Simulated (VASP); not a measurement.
# HPt3 in VASP: a series of runs

The runs below take HPt3 through relaxation of the atoms, with PBEsol.

Program: VASP 6.6.1. These are calculated values, not measurements. Logs are shortened: lines on timing, memory, paths and dates and some standing lists are left out, and cuts for length are marked.

## Step 1: The cell of the first run

The cell holds a slab with vacuum, 4 atoms: a = 2.770 Å, b = 2.770 Å, c = 19.298 Å, α = 90.00°, β = 90.00°, γ = 90.00°.

## Step 2: Relaxation of the atoms, PBEsol

INCAR reads:

```
  ALGO = Fast
  DIPOL = 0.5 0.5 0.350
  EDIFF = 1E-6
  EDIFFG = -0.025
  ENCUT = 520
  GGA = PS
  IBRION = 2
  IDIPOL = 3
  ISIF = 2
  ISMEAR = 0
  LASPH = True
  LCHARG = False
  LDIPOL = True
  LREAL = False
  LWAVE = False
  NELM = 100
  NSW = 36
  PREC = Accurate
  SIGMA = 0.1
```

KPOINTS reads:

```
k-points
0
Gamma
  10 10 1
```

POSCAR reads:

```
HPt3
1.0
    2.7704032196      0.0000000000      0.0000000000
    0.0000000000      2.7704032196      0.0000000000
    0.0000000000      0.0000000000     19.2978325186
Pt H
3 1
Selective dynamics
Direct
    0.5000000000      0.5000000000      0.2072771642  F F F
    0.0000000000      0.0000000000      0.3057065440  F F F
    0.5000000000      0.5000000000      0.4040781529  F F F
    0.5000000000      0.6666666667      0.4817404928  F F T
```

Potentials or basis: VASP PAW PBE potentials, release 64 (Pt, H).

Started as:

```bash
> cat potpaw_PBE.64/Pt/POTCAR potpaw_PBE.64/H/POTCAR > POTCAR
> mpirun -np 1 vasp_std > vasp.out
```

OUTCAR:

```text
EDIFF = 1E-6
   EDIFFG = -0.025
   ENCUT = 520
   GGA = PS
   IBRION = 2
   ISIF = 2
   ISMEAR = 0
   LASPH = True
   LREAL = False
   NELM = 100
   NSW = 36
   PREC = Accurate

 ion  position               nearest neighbor table
   1  0.500  0.500  0.207-   2 2.73   2 2.73   2 2.73   2 2.73
   2  0.000  0.000  0.306-   3 2.73   3 2.73   3 2.73   3 2.73   1 2.73   1 2.73   1 2.73   1 2.73

   3  0.500  0.500  0.404-   4 1.57   2 2.73   2 2.73   2 2.73   2 2.73
   4  0.500  0.667  0.482-   3 1.57

  LATTYP: Found a simple tetragonal cell.
 ALAT       =     2.7704032196
 C/A-ratio  =     6.9657125656

  Lattice vectors:

 A1 = (   2.7704032196,   0.0000000000,   0.0000000000)
 A2 = (   0.0000000000,   2.7704032196,   0.0000000000)
 A3 = (   0.0000000000,   0.0000000000,  19.2978325186)

Analysis of symmetry for initial positions (statically):
=====================================================================
 Subroutine PRICEL returns:
 Original cell was already a primitive cell.

 Routine SETGRP: Setting up the symmetry group for a
 simple tetragonal supercell.

 Subroutine GETGRP returns: Found  2 space group operations
 (whereof  2 operations were pure point group operations)
 out of a pool of 16 trial point group operations.

The static configuration has the point symmetry C_1h.

Analysis of symmetry for dynamics (positions and initial velocities):
=====================================================================
 Subroutine PRICEL returns:
 Original cell was already a primitive cell.

 Routine SETGRP: Setting up the symmetry group for a
 simple tetragonal supercell.

 Subroutine GETGRP returns: Found  2 space group operations
 (whereof  2 operations were pure point group operations)
 out of a pool of 16 trial point group operations.

The dynamic configuration has the point symmetry C_1h.

Analysis of constrained symmetry for selective dynamics:
=====================================================================
 Subroutine PRICEL returns:
 Original cell was already a primitive cell.

 Routine SETGRP: Setting up the symmetry group for a
 simple tetragonal supercell.

 Subroutine GETGRP returns: Found  2 space group operations
 (whereof  2 operations were pure point group operations)
 out of a pool of 16 trial point group operations.

The constrained configuration has the point symmetry C_1h.

 Subroutine INISYM returns: Found  2 space group operations
[... 111 lines left out ...]
   PSTRESS=    0.0 pullay stress
   NELECT =      31.0000    total number of electrons
   NUPDOWN=      -1.0000    fix difference up-down
   EMIN   =  10.00;   EMAX   =-10.00  energy-range for DOS
   EFERMI =   0.00;   METHOD = LEGACY
   ISMEAR =     0;   SIGMA  =   0.10  broadening in eV -4-tet -1-fermi 0-gaus
   EFERMI_NEDOS =   21; number of points for ismear=-14 and -15
   IALGO  =     68    algorithm
   IMIX   =      4    mixing-type and parameters
     AMIX     =   0.40;   BMIX     =  1.00
     AMIX_MAG =   1.60;   BMIX_MAG =  1.00
  volume/ion in A,a.u.               =      37.03       249.88
  Fermi-wavevector in a.u.,A,eV,Ry     =   0.971995  1.836804 12.854426  0.944774
  Thomas-Fermi vector in A             =   2.102257
   LORBIT       =      0    0 simple, 1 ext, 2 COOP (PROOUT), +10 PAW based schemes
   GGA     = PS    functional components
   LHFCALC =     F    Hartree Fock is set to
   AEXX    =    0.0000 exact exchange contribution
   IVDW    =     0    specifies the selected vdW correction
   LEPSILON=     F    determine dielectric tensor
   LRPA    =     F    only Hartree local field effects (RPA)
 conjugate gradient relaxation of ions
 non-spin polarized calculation
 RMM-DIIS sequential band-by-band and
 Gauss-broadening in eV      SIGMA  =   0.10
  energy-cutoff  :      520.00
  volume of cell :      148.11
 maximum number of plane-waves:      4015
 NGX is ok and might be reduce to    24
   NGX = 11   NGY = 11   NGZ = 71

 dipolmoment           0.000000      0.000000      0.000921 electrons x Angstroem

 number of electron      30.9999998 magnetization

 dipolmoment           0.000000      0.000000     -0.024772 electrons x Angstroem

 Free energy of the ion-electron system (eV)
  ---------------------------------------------------
  ext. energy  EPLUGINS =         0.00000000
  ---------------------------------------------------
  free energy    TOTEN  =       -22.51748634 eV

  energy without entropy =      -22.48937197  energy(sigma->0) =      -22.50342915

 E-fermi :  -0.2464     XC(G=0):  -5.3069

 val. band max:       -0.2546691513   @ k =   0.4000   0.3000   0.0000
 cond. band min:      -0.2430914733   @ k =   0.0000   0.0000   0.0000
 fundamental gap:      0.0115776780
 Fermi energy:        -0.2463698603

 k-point     1 :       0.0000    0.0000    0.0000
  band No.  band energies     occupation
      1      -9.8296      2.00000
      2      -7.2903      2.00000
      3      -7.0207      2.00000
      4      -6.6656      2.00000
      5      -5.7318      2.00000
      6      -5.2575      2.00000
[... 505 lines left out ...]
      6      -4.4905      2.00000
[... 11 lines left out ...]
     18       2.6585      0.00000
     19       4.5848      0.00000

 [... further k-points ...]

------------------------ aborting loop because EDIFF is reached ----------------------------------------

 vacuum level on the upper side and lower side of the slab       (xc-potential included)        -0.397         0.111

  FORCE on cell =-STRESS in cart. coord.  units (eV):
  Direction    XX          YY          ZZ          XY          YZ          ZX
  --------------------------------------------------------------------------------------
  -------------------------------------------------------------------------------------
  Total       -2.6747838     -2.7276981      1.5199288      0.0000000     -0.0121257      0.0000000
  in kB      -28.9337524    -29.5061389     16.4414204      0.0000000     -0.1311662      0.0000000
  external PRESSURE =     -13.9994903 kB  Pullay stress =       0.0000000 kB

 VOLUME and BASIS-vectors are now :
 -----------------------------------------------------------------------------
  energy-cutoff  :      520.00
  volume of cell :      148.11
      direct lattice vectors                 reciprocal lattice vectors
     2.770403220  0.000000000  0.000000000     0.360958287  0.000000000  0.000000000
     0.000000000  2.770403220  0.000000000     0.000000000  0.360958287  0.000000000
     0.000000000  0.000000000 19.297832519     0.000000000  0.000000000  0.051819291

 POSITION                                       TOTAL-FORCE (eV/Angst)
 -----------------------------------------------------------------------------------
      1.38520      1.38520      4.00000         0.000000     -0.011911     -0.133775
      0.00000      0.00000      5.89947         0.000000      0.050049     -0.562103
      1.38520      1.38520      7.79783         0.000000     -0.063441      0.700975
      1.38520      1.84694      9.29655         0.000000      0.025304     -0.005097
 -----------------------------------------------------------------------------------
    total drift:                                0.000000     -0.000022     -0.000156

  FREE ENERGIE OF THE ION-ELECTRON SYSTEM (eV)
  ---------------------------------------------------
  free  energy   TOTEN  =       -22.5174863401 eV

  energy  without entropy=      -22.4893719690  energy(sigma->0) =      -22.50342915

 reached required accuracy - stopping structural energy minimisation

 vacuum level on the upper side and lower side of the slab         4.855         5.337
```

OSZICAR:

```text
N       E                     dE             d eps       ncg     rms          rms(c)
DAV:   1     0.205127618717E+03    0.20513E+03   -0.13070E+04  1368   0.133E+03
DAV:   2    -0.127570838862E+02   -0.21788E+03   -0.20855E+03  1920   0.262E+02
DAV:   3    -0.238610144998E+02   -0.11104E+02   -0.10332E+02  1643   0.601E+01
[... 17 lines left out ...]
RMM:  21    -0.225174652314E+02   -0.18314E-04   -0.14006E-06   799   0.502E-03    0.177E-03
RMM:  22    -0.225174787342E+02   -0.13503E-04   -0.12189E-06   731   0.406E-03    0.908E-04
RMM:  23    -0.225174833847E+02   -0.46505E-05   -0.44920E-07   579   0.290E-03    0.465E-04
RMM:  24    -0.225174853809E+02   -0.19962E-05   -0.23612E-07   426   0.215E-03    0.464E-04
RMM:  25    -0.225174863401E+02   -0.95918E-06   -0.13591E-07   385   0.194E-03
   1 F= -.22517486E+02 E0= -.22503429E+02  d E =-.225175E+02
```

Wall time 4 min (1 thread of Oxide Virtual Turin-like, shared host); peak memory 0.29 GiB.

Results:

- Free energy: -22.5175 eV
- Band gap on the k mesh: zero (an odd number of electrons rules out a gap without spin polarisation)

Final structure:
```xyz
4
Lattice="2.7704 0.0000 0.0000 0.0000 2.7704 0.0000 0.0000 0.0000 19.2978" Properties=species:S:1:pos:R:3 pbc="T T T"
Pt    1.3852    1.3852    4.0000
Pt    0.0000    0.0000    5.8995
Pt    1.3852    1.3852    7.7978
H     1.3852    1.8469    9.2965
```

Levels at points of the mesh, in eV from the Fermi level:
| k point | band 12 | band 13 | band 14 | band 15 | band 16 | band 17 | band 18 | band 19 |
| --- | --- | --- | --- | --- | --- | --- | --- | --- |
| (0.00, 0.00, 0.00) | -1.65 | -1.49 | -1.41 | -0.51 | 0.00 | 0.01 | 0.06 | 1.21 |
| (0.50, 0.00, 0.00) | -1.96 | -1.22 | -0.33 | -0.13 | 0.45 | 0.82 | 1.70 | 2.03 |
| (0.00, 0.50, 0.00) | -1.52 | -1.32 | -0.34 | -0.10 | 0.19 | 1.08 | 1.67 | 2.14 |
| (0.50, 0.50, 0.00) | -0.58 | 0.35 | 0.65 | 0.94 | 2.46 | 3.40 | 4.15 | 7.30 |

Caveat: the relaxation stopped at its first step, so nothing moved; the PAW data sets were made with another functional, which shifts forces and pressure a little; spin-orbit coupling is left out, which moves the levels of the heavy elements.

(Part 1 of 2 ends here.)
